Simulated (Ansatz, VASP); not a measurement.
**NaH: VASP beside Ansatz**

File POSCAR:

```
NaH
1.0
    0.0000000000      2.5969210561      2.5969210561
    2.5969210561      0.0000000000      2.5969210561
    2.5969210561      2.5969210561      0.0000000000
Na H
1 1
Direct
    0.0000000000      0.0000000000      0.0000000000
    0.2500000000      0.2500000000      0.2500000000
```

The input INCAR.step1:

```
SYSTEM = NaH
PREC = Accurate ; ENCUT = 520
ISMEAR = 0 ; SIGMA = 0.01
LREAL = .FALSE. ; LASPH = .TRUE.
NELM = 80 ; NBANDS = 11
GGA = PE ; ALGO = Normal
EDIFF = 1E-4 ; LWAVE = .TRUE.
LCHARG = .FALSE.
```

The input INCAR.step2:

```
SYSTEM = NaH
PREC = Accurate ; ENCUT = 520
EDIFF = 1E-6 ; ISMEAR = 0
SIGMA = 0.01 ; LREAL = .FALSE.
LASPH = .TRUE. ; NELM = 80
ALGO = Normal ; ISIF = 2
LWAVE = .FALSE. ; LCHARG = .FALSE.
METAGGA = R2SCAN ; LMIXTAU = .TRUE.
NBANDS = 11 ; ISTART = 1
```

Contents of KPOINTS:

```
Automatic mesh
0
G
  8 8 8
  0 0 0
```

Input for Ansatz:

```yaml
crystal:
  lattice:
    - [0.0, 2.5969210561, 2.5969210561]
    - [2.5969210561, 0.0, 2.5969210561]
    - [2.5969210561, 2.5969210561, 0.0]
  atoms:
    - { symbol: Na, position: [0.0, 0.0, 0.0] }
    - { symbol: H, position: [0.25, 0.25, 0.25] }
kpoints:
  mp_grid: { grid: [8, 8, 8] }
  band_path:
    path:
      - [0.0, 0.0, 0.0]
      - [-0.5, -0.5, 0.0]
      - [-0.375, -0.375, 0.25]
      - [-0.375, 0.0, 0.375]
      - [0.0, 0.0, 0.5]
      - [-0.5, -0.25, 0.25]
    npoints: 1
hamiltonian:
  xc: r2scan
scf:
  occupations: { method: fixed }
  n_extra_bands: 4
output:
  forces: true
  stress: true
  eigenvalues: true
```

Alike in both runs: task single point; functional r2SCAN; k mesh 8 × 8 × 8; no spin polarisation.

|  | VASP | Ansatz |
| --- | --- | --- |
| version | VASP 6.6.1 | Ansatz 0.2.0 |
| potentials or method | VASP PAW PBE potentials, release 64 (Na_pv, H) | plane waves, PAW |
| plane-wave cutoff (eV) | 520 | 500 |
| occupations | gaussian, width 0.01 eV | fixed |
| valence electrons in the cell | 8 | 10 |

```csv
,VASP,Ansatz,Ansatz less VASP
gap on the k mesh at the Fermi level (eV),4.05,4.05,-0.001
pressure (GPa),-0.2,0.0,+0.15
```

VASP's potentials were made for PBE, not for r2SCAN. VASP's potentials hold 8 valence electrons a cell and Ansatz's 10, so a difference there can come from the potentials and not from the codes.
